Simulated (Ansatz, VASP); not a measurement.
# Tl2AgPtC6N6 in VASP and in Ansatz

INCAR

```
SYSTEM = Tl2AgPtC6N6
  PREC = Accurate
  ENCUT = 600
  EDIFF = 1E-6
  ISMEAR = 0
  SIGMA = 0.1
  LREAL = .False.
  LASPH = .True.
  NELM = 120
  ALGO = Normal
  ISIF = 2
  LWAVE = .False.
  LCHARG = .True.
  GGA = PE
  LELF = .True.
  LVHAR = .True.
  NBANDS = 64
  GGA_COMPAT = .False.
```

The input KPOINTS:

```
Automatic mesh
0
Gamma
  4 4 4
  0 0 0
```

File POSCAR:

```
Tl2AgPtC6N6
1.0
    0.0000000000      5.1995000000      5.1995000000
    5.1995000000      0.0000000000      5.1995000000
    5.1995000000      5.1995000000      0.0000000000
Tl Ag Pt C N
2 1 1 6 6
Direct
    0.2500000000      0.2500000000      0.2500000000
    0.7500000000      0.7500000000      0.7500000000
    0.0000000000      0.0000000000      0.0000000000
    0.5000000000      0.5000000000      0.5000000000
    0.8055582300      0.1944417700      0.1944417700
    0.1944417700      0.8055582300      0.1944417700
    0.1944417700      0.1944417700      0.8055582300
    0.1944417700      0.8055582300      0.8055582300
    0.8055582300      0.1944417700      0.8055582300
    0.8055582300      0.8055582300      0.1944417700
    0.6930474100      0.3069525900      0.3069525900
    0.3069525900      0.6930474100      0.3069525900
    0.3069525900      0.3069525900      0.6930474100
    0.3069525900      0.6930474100      0.6930474100
    0.6930474100      0.3069525900      0.6930474100
    0.6930474100      0.6930474100      0.3069525900
```

Input for Ansatz:

```yaml
crystal:
  lattice:
    - [0.0, 5.1995, 5.1995]
    - [5.1995, 0.0, 5.1995]
    - [5.1995, 5.1995, 0.0]
  atoms:
    - { symbol: Tl, position: [0.25, 0.25, 0.25] }
    - { symbol: Tl, position: [0.75, 0.75, 0.75] }
    - { symbol: Ag, position: [0.0, 0.0, 0.0] }
    - { symbol: Pt, position: [0.5, 0.5, 0.5] }
    - { symbol: C, position: [0.80555823, 0.19444177, 0.19444177] }
    - { symbol: C, position: [0.19444177, 0.80555823, 0.19444177] }
    - { symbol: C, position: [0.19444177, 0.19444177, 0.80555823] }
    - { symbol: C, position: [0.19444177, 0.80555823, 0.80555823] }
    - { symbol: C, position: [0.80555823, 0.19444177, 0.80555823] }
    - { symbol: C, position: [0.80555823, 0.80555823, 0.19444177] }
    - { symbol: "N", position: [0.69304741, 0.30695259, 0.30695259] }
    - { symbol: "N", position: [0.30695259, 0.69304741, 0.30695259] }
    - { symbol: "N", position: [0.30695259, 0.30695259, 0.69304741] }
    - { symbol: "N", position: [0.30695259, 0.69304741, 0.69304741] }
    - { symbol: "N", position: [0.69304741, 0.30695259, 0.69304741] }
    - { symbol: "N", position: [0.69304741, 0.69304741, 0.30695259] }
basis:
  ecutwfc: 420
kpoints:
  mp_grid: { grid: [4, 4, 4] }
hamiltonian:
  xc: pbe
scf:
  occupations: { method: gaussian, width: 0.1 }
  lower_state_search: "off"
output:
  forces: true
  stress: true
  eigenvalues: true
```

Alike in both runs: task single point; functional PBE; k mesh 4 × 4 × 4; occupations gaussian, width 0.1 eV; no spin polarisation.

|  | VASP | Ansatz |
| --- | --- | --- |
| version | VASP 6.6.1 | Ansatz 0.2.0 |
| potentials or method | VASP PAW PBE potentials, release 64 (Tl_d, Ag, Pt, C, N), cutoff 600 eV | scalar-relativistic, plane waves, PAW |
| valence electrons in the cell | 101 | 117 |

```csv
,VASP,Ansatz,Ansatz less VASP
gap on the k mesh at the Fermi level (eV),none,none,-
pressure (GPa),15.6,15.4,-0.21
rms of the force components (eV/Å),0.873,1.021,+0.1481
```

Atom by atom the forces differ by 0.180 eV/Å (rms over components). A gap of «none» marks a metal or a gap that the smearing closes. The functional is the same, so the differences come from potentials, cutoffs and numerics. VASP's potentials hold 101 valence electrons a cell and Ansatz's 117, so a difference there can come from the potentials and not from the codes.

Spin-orbit coupling is off throughout. Noted on VASP's run: the standard files for N, O and F lose accuracy on very short bonds.
